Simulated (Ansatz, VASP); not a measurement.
## ZrTa3N4: VASP beside Ansatz

```
Zr Ta N
1.0
     2.98737    0.00000    0.00000
    -1.49368    2.58714    0.00000
     0.00000    0.00000   11.63700
Zr Ta N
1 3 4
Direct
  0.00000 0.00000 0.00000
  0.00000 0.00000 0.50000
  0.00000 0.00000 0.74810
  0.00000 0.00000 0.25190
  0.33333 0.66667 0.62320
  0.33333 0.66667 0.37680
  0.33333 0.66667 0.86612
  0.33333 0.66667 0.13388
```

Alike in both runs: task relaxation of cell and atoms; functional PBE; k mesh 12 × 12 × 4; occupations gaussian, width 0.1 eV; no spin polarisation.

|  | VASP | Ansatz |
| --- | --- | --- |
| version | VASP 6.6.1 | Ansatz 0.2.0 |
| potentials or method | VASP PAW PBE potentials, release 64 (Zr_sv, Ta_pv, N), cutoff 600 eV | scalar-relativistic, plane waves, PAW |
| valence electrons in the cell | 65 | 71 |

```csv
,VASP,Ansatz,Ansatz less VASP
"gap on the k mesh at the Fermi level, each at its own relaxed structure (eV)",none,none,-
relaxed volume (Å³/atom),11.26,11.24,-0.015
relaxed length of the cell vector where the two differ most in proportion (Å),11.642,11.637,-0.0056
```

A gap of «none» marks a metal or a gap that the smearing closes. VASP's potentials hold 65 valence electrons a cell and Ansatz's 71, so a difference there can come from the potentials and not from the codes.

Neither program's run includes spin-orbit coupling.
